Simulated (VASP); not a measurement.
**Ta3TiN4: relaxation of shape and atoms at fixed volume with PBE**

Ta3TiN4:

```
Ti Ta N
1.0
     3.04142    0.00000    0.00000
    -1.52071    2.63395    0.00000
     0.00000    0.00000   11.72121
Ti Ta N
1 3 4
Direct
  0.00000 0.00000 0.50000
  0.00000 0.00000 0.00000
  0.00000 0.00000 0.25453
  0.00000 0.00000 0.74547
  0.66667 0.33333 0.87371
  0.66667 0.33333 0.12629
  0.66667 0.33333 0.37619
  0.66667 0.33333 0.62381
```

This cell differs from its parent crystal: volume scaled by 1.10.

| Item | Value |
| --- | --- |
| Program | VASP 6.6.1 |
| Task | relaxation of shape and atoms at fixed volume |
| Functional | PBE |
| Potentials or basis | VASP PAW PBE potentials, release 64 (Ti_sv, Ta_pv, N) |
| Cutoff | 600 eV |
| k mesh | 12 × 12 × 4 |
| Occupations | gaussian, width 0.1 eV |
| Spin | no spin polarisation |
| Dipole correction | no |
| Further INCAR settings | ALGO = Normal; EDIFF = 1e-06; IBRION = 2; EDIFFG = -0.01; NSW = 50; ISIF = 4 |

```yaml
Energy_gained_by_relaxing: 0.3 meV/atom
Ionic_steps: 8
Pressure_after_relaxing: -23.7 GPa
```

Forces on the atoms (eV/Å):
```
Ti   0.000  0.000  0.000
Ta   0.000  0.000  0.000
Ta   0.000  0.000  0.003
Ta   0.000  0.000 -0.003
N    0.000  0.000  0.003
N    0.000  0.000 -0.003
N    0.000  0.000  0.000
N    0.000  0.000  0.000
```

The path:
```
step  energy change (eV)  largest force (eV/Å)  pressure (GPa)  volume (Å³)
   1              0.0000                0.1435          -23.99        93.90
   2             -0.0015                0.0510          -23.79        93.90
   3             -0.0016                0.0636          -23.83        93.90
   4             -0.0022                0.0355          -23.78        93.90
   5             -0.0023                0.0325          -23.75        93.90
   6             -0.0024                0.0150          -23.75        93.90
   7             -0.0024                0.0154          -23.75        93.90
   8             -0.0024                0.0029          -23.73        93.90
```

Final structure:
```
CELL_PARAMETERS angstrom
3.04346 0.00000 0.00000
-1.52173 2.63571 0.00000
0.00000 0.00000 11.70551
ATOMIC_POSITIONS crystal
Ti 0.00000 0.00000 0.50000
Ta 0.00000 0.00000 0.00000
Ta 0.00000 0.00000 0.25424
Ta 0.00000 0.00000 0.74576
N 0.66667 0.33333 0.87401
N 0.66667 0.33333 0.12599
N 0.66667 0.33333 0.37503
N 0.66667 0.33333 0.62497
```

Levels at points of the mesh, in eV from the Fermi level:
```csv
k point,band 29,band 30,band 31,band 32,band 33,band 34,band 35,band 36
"(0.00, 0.00, 0.00)",-2.63,-2.01,0.45,0.50,0.50,0.66,1.15,1.15
"(0.50, 0.00, 0.00)",-2.35,-2.21,-0.69,-0.56,0.19,2.39,2.60,2.65
"(0.00, 0.00, 0.50)",-2.75,-1.11,-0.85,0.56,0.56,0.64,0.64,2.05
"(0.50, 0.00, 0.50)",-2.70,-1.75,-1.44,-0.16,0.14,2.57,2.65,2.71
```

It took 29 min on 1 thread of AMD EPYC 7R13, with other jobs on the host, peak memory 0.36 GiB.

Caveat: the cell differs from its parent crystal (volume scaled by 1.10); spin-orbit coupling is left out, which moves the levels of the heavy elements.
